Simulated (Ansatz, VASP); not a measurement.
## CdS: VASP beside Ansatz

```
Cd S
1.0
     0.00000    2.69870    2.69870
     2.69870    0.00000    2.69870
     2.69870    2.69870    0.00000
Cd S
1 1
Direct
  0.00000 0.00000 0.00000
  0.50000 0.50000 0.50000
```

Alike in both runs: task single point; functional PBEsol; k mesh 6 × 6 × 6; occupations gaussian, width 0.01 eV; no spin polarisation.

|  | VASP | Ansatz |
| --- | --- | --- |
| version | VASP 6.6.1 | Ansatz 0.2.0 |
| potentials or method | VASP PAW PBE potentials, release 64 (Cd, S), cutoff 500 eV | scalar-relativistic, plane waves, PAW |
| valence electrons in the cell | 18 | 26 |

VASP gave:

```
gap on the k mesh at the Fermi level (eV) : 0.11
least direct gap on the mesh (eV)         : 1.81
pressure (GPa)                            : 0.6
```

Q: Estimate Ansatz's values.

A: gap on the k mesh at the Fermi level (eV): 0.12; least direct gap on the mesh (eV): 1.83; pressure (GPa): 0.0.

VASP's potentials were made for PBE, not for PBEsol, and Ansatz warns of the same on its side. VASP's potentials hold 18 valence electrons a cell and Ansatz's 26, so a difference there can come from the potentials and not from the codes.
